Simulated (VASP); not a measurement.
# Sc (P6_3/mmc) in VASP: notebook

Sc is run at these levels: PBEsol; tasks: single point.

Everything below comes from runs of VASP 6.6.1. Logs are shortened: lines on timing, memory, paths and dates and some standing lists are left out, and cuts for length are marked.

## 1. The cell of the first run

It takes space group P6_3/mmc (No. 194, hexagonal). Conventional cell: a = 3.331 Å, b = 3.331 Å, c = 5.308 Å, α = 90.00°, β = 90.00°, γ = 120.00°. Sc (site symmetry -6m2) has 12 Sc at 3.28 to 3.33 Å within 4.3 Å.

## 2. Single point, PBEsol

INCAR reads:

```
PREC     = Accurate       # precision mode
ENCUT    = 520            # plane-wave cutoff, eV
EDIFF    = 1E-7           # SCF threshold, eV
ISMEAR   = -1             # smearing method
SIGMA    = 0.05           # smearing width, eV
LREAL    = False          # projectors in reciprocal space
LASPH    = True           # aspherical terms in the spheres
NELM     = 60             # most SCF steps
ALGO     = Normal         # electronic algorithm
ISIF     = 2              # what is computed and relaxed
LWAVE    = False          # write WAVECAR
LCHARG   = True           # write CHGCAR
GGA      = PS             # functional
LELF     = True           # ELF
LVHAR    = True         
NBANDS   = 18             # bands
```

KPOINTS reads:

```
Automatic mesh
0
Gamma
  9 9 5
```

POSCAR reads:

```
Sc
1.0
    3.3309145459      0.0000000000      0.0000000000
   -1.6654572730      2.8846566146      0.0000000000
    0.0000000000      0.0000000000      5.3082235343
Sc
2
Direct
    0.6666666667      0.3333333333      0.7500000000
    0.3333333333      0.6666666667      0.2500000000
```

Potentials or basis: VASP PAW PBE potentials, release 64 (Sc_sv).

The run is started by

```
cat potpaw_PBE.64/Sc_sv/POTCAR > POTCAR
mpirun -np 1 vasp_std > vasp.out
```

OUTCAR:

```text
PREC = Accurate
   ENCUT = 520
   EDIFF = 1E-7
   ISMEAR = -1
   LREAL = False
   LASPH = True
   NELM = 60
   ISIF = 2
   GGA = PS

 ion  position               nearest neighbor table
   1  0.667  0.333  0.750-   2 3.28   2 3.28   2 3.28   2 3.28   2 3.28   2 3.28
   2  0.333  0.667  0.250-   1 3.28   1 3.28   1 3.28   1 3.28   1 3.28   1 3.28

  LATTYP: Found a hexagonal cell.
 ALAT       =     3.3309145459
 C/A-ratio  =     1.5936234512

  Lattice vectors:

 A1 = (   3.3309145459,   0.0000000000,   0.0000000000)
 A2 = (  -1.6654572730,   2.8846566146,   0.0000000000)
 A3 = (   0.0000000000,   0.0000000000,   5.3082235343)

Analysis of symmetry for initial positions (statically):
=====================================================================
 Subroutine PRICEL returns:
 Original cell was already a primitive cell.

 Routine SETGRP: Setting up the symmetry group for a
 hexagonal supercell.

 Subroutine GETGRP returns: Found 24 space group operations
 (whereof 12 operations were pure point group operations)
 out of a pool of 24 trial point group operations.

The static configuration has the point symmetry D_3d.
 The point group associated with its full space group is D_6h.

Analysis of symmetry for dynamics (positions and initial velocities):
=====================================================================
 Subroutine PRICEL returns:
 Original cell was already a primitive cell.

 Routine SETGRP: Setting up the symmetry group for a
 hexagonal supercell.

 Subroutine GETGRP returns: Found 24 space group operations
 (whereof 12 operations were pure point group operations)
 out of a pool of 24 trial point group operations.

The dynamic configuration has the point symmetry D_3d.
 The point group associated with its full space group is D_6h.

 Subroutine INISYM returns: Found 24 space group operations
 (whereof 12 operations are pure point group operations),
 and found     1 'primitive' translations

----------------------------------------------------------------------------------------

                                     Primitive cell

  volume of cell :      51.0043

  direct lattice vectors                    reciprocal lattice vectors
     3.330914546  0.000000000  0.000000000     0.300217849  0.173330856  0.000000000
    -1.665457273  2.884656615  0.000000000     0.000000000  0.346661712  0.000000000
     0.000000000  0.000000000  5.308223534     0.000000000  0.000000000  0.188386942

  length of vectors
     3.330914546  3.330914546  5.308223534     0.346661712  0.346661712  0.188386942

  position of ions in fractional coordinates (direct lattice)
     0.666666667  0.333333333  0.750000000
     0.333333333  0.666666667  0.250000000

  ion indices of the primitive-cell ions
   primitive index   ion index
                 1           1
                 2           2

----------------------------------------------------------------------------------------

 KPOINTS: Automatic mesh

Automatic generation of k-mesh.
 Grid dimensions read from file:
 generate k-points for:    9    9    5

 Generating k-lattice:

  Cartesian coordinates                     Fractional coordinates (reciprocal lattice)
     0.033357539  0.019258984  0.000000000     0.111111111 -0.000000000  0.000000000
     0.000000000  0.038517968  0.000000000     0.000000000  0.111111111  0.000000000
     0.000000000  0.000000000  0.037677388     0.000000000  0.000000000  0.200000000

  Length of vectors
     0.038517968  0.038517968  0.037677388

  Shift w.r.t. Gamma in fractional coordinates (k-lattice)
     0.000000000  0.000000000  0.000000000

 Subroutine IBZKPT returns following result:
 ===========================================

 Found     36 irreducible k-points:

 Following reciprocal coordinates:
            Coordinates               Weight
  0.000000  0.000000  0.000000      1.000000
  0.111111 -0.000000  0.000000      6.000000
  0.222222 -0.000000  0.000000      6.000000
  0.333333 -0.000000  0.000000      6.000000
  0.444444 -0.000000  0.000000      6.000000
  0.111111  0.111111  0.000000      6.000000
[... 16 lines left out ...]
  0.333333  0.222222  0.200000     24.000000
  0.333333  0.333333  0.200000      4.000000
 [... further k-points ...]
   k-points           NKPTS =     36   k-points in BZ     NKDIM =     36   number of bands    NBANDS=     18
   number of dos      NEDOS =    301   number of ions     NIONS =      2
   total plane-waves  NPLWV =  31360
   dimension x,y,z NGX =    28 NGY =   28 NGZ =   40
   dimension x,y,z NGXF=    56 NGYF=   56 NGZF=   80
   ions per type =               2
   NGX,Y,Z   is equivalent  to a cutoff of  13.97, 13.97, 12.53 a.u.
   NGXF,Y,Z  is equivalent  to a cutoff of  27.95, 27.95, 25.05 a.u.
 SYSTEM =  unknown system
   PREC   = accura    normal or accurate (medium, high low for compatibility)
   ISTART =      0    job   : 0-new  1-cont  2-samecut
   ICHARG =      2    charge: 1-file 2-atom 10-const
   ISPIN  =      1    spin polarized calculation?
   LNONCOLLINEAR =      F non collinear calculations
   LSORBIT =      F    spin-orbit coupling
   LASPH  =      T    aspherical Exc in radial PAW
   ENCUT  =  520.0 eV  38.22 Ry    6.18 a.u.   6.19  6.19  9.87*2*pi/ulx,y,z
   NELM   =     60;   NELMIN=  2; NELMDL= -5     # of ELM steps
   EDIFF  = 0.1E-06   stopping-criterion for ELM
   LREAL  =      F    real-space projection
   EDIFFG = 0.1E-05   stopping-criterion for IOM
   NSW    =      0    number of steps for IOM
   IBRION =     -1    ionic relax: 0-MD 1-quasi-New 2-CG
   NFREE  =      0    steps in history (QN), initial steepest desc. (CG)
   ISIF   =      2    stress and relaxation
   ISYM   =      2    0-nonsym 1-usesym 2-fastsym
   POTIM  = 0.5000    time-step for ionic-motion
   TEBEG  =    0.0;   TEEND  =   0.0 temperature during run
   PSTRESS=    0.0 pullay stress
   NELECT =      22.0000    total number of electrons
   NUPDOWN=      -1.0000    fix difference up-down
   EMIN   =  10.00;   EMAX   =-10.00  energy-range for DOS
   EFERMI =   0.00;   METHOD = LEGACY
   ISMEAR =    -1;   SIGMA  =   0.05  broadening in eV -4-tet -1-fermi 0-gaus
   EFERMI_NEDOS =   21; number of points for ismear=-14 and -15
   IALGO  =     38    algorithm
   IMIX   =      4    mixing-type and parameters
     AMIX     =   0.40;   BMIX     =  1.00
     AMIX_MAG =   1.60;   BMIX_MAG =  1.00
  volume/ion in A,a.u.               =      25.50       172.10
  Fermi-wavevector in a.u.,A,eV,Ry     =   1.236935  2.337468 20.817016  1.530008
  Thomas-Fermi vector in A             =   2.371523
   LORBIT       =      0    0 simple, 1 ext, 2 COOP (PROOUT), +10 PAW based schemes
   GGA     = PS    functional components
   LHFCALC =     F    Hartree Fock is set to
   AEXX    =    0.0000 exact exchange contribution
   IVDW    =     0    specifies the selected vdW correction
   LEPSILON=     F    determine dielectric tensor
   LRPA    =     F    only Hartree local field effects (RPA)
 non-spin polarized calculation
  energy-cutoff  :      520.00
  volume of cell :       51.00
 maximum number of plane-waves:      1387
 NGX is ok and might be reduce to    28
   NGX = 13   NGY = 13   NGZ = 19

 number of electron      22.0000004 magnetization

 Free energy of the ion-electron system (eV)
  ---------------------------------------------------
  ext. energy  EPLUGINS =         0.00000000
  ---------------------------------------------------
  free energy    TOTEN  =       -13.17938358 eV

  energy without entropy =      -13.14279576  energy(sigma->0) =      -13.16108967

 E-fermi :   3.3816     XC(G=0):  -9.8523

 val. band max:        3.3759481829   @ k =   0.3333   0.1111   0.4000
 cond. band min:       3.3855684412   @ k =   0.4444   0.1111   0.4000
 fundamental gap:      0.0096202583
 Fermi energy:         3.3816103691

 k-point     1 :       0.0000    0.0000    0.0000
  band No.  band energies     occupation
      1     -45.9187      2.00000
      2     -45.8613      2.00000
      3     -24.8000      2.00000
      4     -24.4953      2.00000
      5     -24.4953      2.00000
      6     -24.4415      2.00000
[... 10 lines left out ...]
     17       5.6923      0.00000
     18       5.6923      0.00000

 k-point     2 :       0.1111   -0.0000    0.0000
  band No.  band energies     occupation
      1     -45.9135      2.00000
      2     -45.8593      2.00000
      3     -24.7858      2.00000
      4     -24.5245      2.00000
      5     -24.5050      2.00000
      6     -24.4718      2.00000
[... 10 lines left out ...]
     17       5.5090      0.00000
     18       5.5433      0.00000

 k-point     3 :       0.2222   -0.0000    0.0000
  band No.  band energies     occupation
      1     -45.9000      2.00000
      2     -45.8544      2.00000
      3     -24.7467      2.00000
      4     -24.5990      2.00000
      5     -24.5464      2.00000
      6     -24.5284      2.00000
[... 10 lines left out ...]
     17       5.7588      0.00000
     18       5.9735      0.00000

 k-point     4 :       0.3333   -0.0000    0.0000
  band No.  band energies     occupation
      1     -45.8832      2.00000
      2     -45.8503      2.00000
      3     -24.6936      2.00000
      4     -24.6848      2.00000
      5     -24.6279      2.00000
      6     -24.5538      2.00000
[... 375 lines left out ...]
      4     -24.6853      2.00000
      5     -24.5986      2.00000
      6     -24.5852      2.00000
[... 10 lines left out ...]
     17       6.6936      0.00000
     18       6.9650      0.00000

 k-point    23 :       0.3333    0.2222    0.2000
  band No.  band energies     occupation
      1     -45.8621      2.00000
      2     -45.8516      2.00000
      3     -24.7249      2.00000
      4     -24.6921      2.00000
      5     -24.6334      2.00000
      6     -24.5737      2.00000
[... 10 lines left out ...]
     17       6.7032      0.00000
     18       7.1355      0.00000

 k-point    24 :       0.3333    0.3333    0.2000
  band No.  band energies     occupation
      1     -45.8550      2.00000
      2     -45.8550      2.00000
      3     -24.6887      2.00000
      4     -24.6820      2.00000
      5     -24.6820      2.00000
      6     -24.5935      2.00000
[... 10 lines left out ...]
     17       6.8516      0.00000
     18       6.8516      0.00000

 [... further k-points ...]
[... 5 lines left out ...]
  --------------------------------------------------------------------------------------
  -------------------------------------------------------------------------------------
  Total       -1.0286651     -1.0286651     -1.4989286      0.0000000      0.0000000     -0.0000000
  in kB      -32.3130380    -32.3130380    -47.0852324      0.0000000      0.0000000     -0.0000000
  external PRESSURE =     -37.2371028 kB  Pullay stress =       0.0000000 kB

 VOLUME and BASIS-vectors are now :
 -----------------------------------------------------------------------------
  energy-cutoff  :      520.00
  volume of cell :       51.00
      direct lattice vectors                 reciprocal lattice vectors
     3.330914546  0.000000000  0.000000000     0.300217849  0.173330856  0.000000000
    -1.665457273  2.884656615  0.000000000     0.000000000  0.346661712  0.000000000
     0.000000000  0.000000000  5.308223534     0.000000000  0.000000000  0.188386942

 POSITION                                       TOTAL-FORCE (eV/Angst)
 -----------------------------------------------------------------------------------
      1.66546      0.96155      3.98117        -0.000000     -0.000000      0.000000
     -0.00000      1.92310      1.32706         0.000000      0.000000      0.000000
 -----------------------------------------------------------------------------------
    total drift:                               -0.000000      0.000000     -0.000000

  FREE ENERGIE OF THE ION-ELECTRON SYSTEM (eV)
  ---------------------------------------------------
  free  energy   TOTEN  =       -13.1793835797 eV

  energy  without entropy=      -13.1427957581  energy(sigma->0) =      -13.16108967
```

Wall time 16 s (1 thread of Intel Xeon 6975P-C (Granite Rapids), shared host); peak memory 0.18 GiB.

What came out:

```yaml
Free_energy: -13.1794 eV
Pressure: -3.7 GPa
Band_gap_on_the_k_mesh: zero (band 11 reaches 4.04 eV, above the bottom of band 12 at 2.96 eV)
```

Caveat: the PAW data sets were made with another functional, which shifts forces and pressure a little.

## 3. Single point, PBEsol

This run uses another cell than the first one, of 26.00 Å³/atom, 1.020 times its volume.

INCAR reads:

```
  PREC = Accurate
  ENCUT = 520
  EDIFF = 1E-6
  ISMEAR = -1
  SIGMA = 0.05
  LREAL = F
  LASPH = T
  NELM = 60
  ALGO = Normal
  ISIF = 2
  LWAVE = F
  LCHARG = F
  GGA = PS
  NBANDS = 18
```

KPOINTS reads:

```
regular mesh
0
Gamma
  9 9 5
```

POSCAR reads:

```
Sc
1.0
    3.3525444672      0.0000000000      0.0000000000
   -1.6762722336      2.9033886759      0.0000000000
    0.0000000000      0.0000000000      5.3426934842
Sc
2
Direct
    0.6666666667      0.3333333333      0.7500000000
    0.3333333333      0.6666666667      0.2500000000
```

Potentials or basis: VASP PAW PBE potentials, release 64 (Sc_sv).

The run is started by

```
cat potpaw_PBE.64/Sc_sv/POTCAR > POTCAR
mpirun -np 1 vasp_std > vasp.out
```

Run time: 14 s. Hardware: 1 thread of Intel Xeon 6975P-C (Granite Rapids), shared host; peak memory 0.19 GiB.

The run converged. Its results:

```yaml
Free_energy: -13.1539 eV
Pressure: -4.6 GPa
Band_gap_on_the_k_mesh: zero (band 11 reaches 3.92 eV, above the bottom of band 12 at 2.88 eV)
```

Stress tensor (GPa, compression positive):
```
-4.10  0.00  0.00
 0.00 -4.10  0.00
 0.00  0.00 -5.51
```

Levels at points of the mesh, in eV from the Fermi level:
| k point | band 8 | band 9 | band 10 | band 11 | band 12 | band 13 | band 14 | band 15 |
| --- | --- | --- | --- | --- | --- | --- | --- | --- |
| (0.00, 0.00, 0.00) | -27.87 | -5.03 | -1.62 | 0.36 | 1.54 | 1.54 | 1.64 | 1.92 |

Caveat: the PAW data sets were made with another functional, which shifts forces and pressure a little.
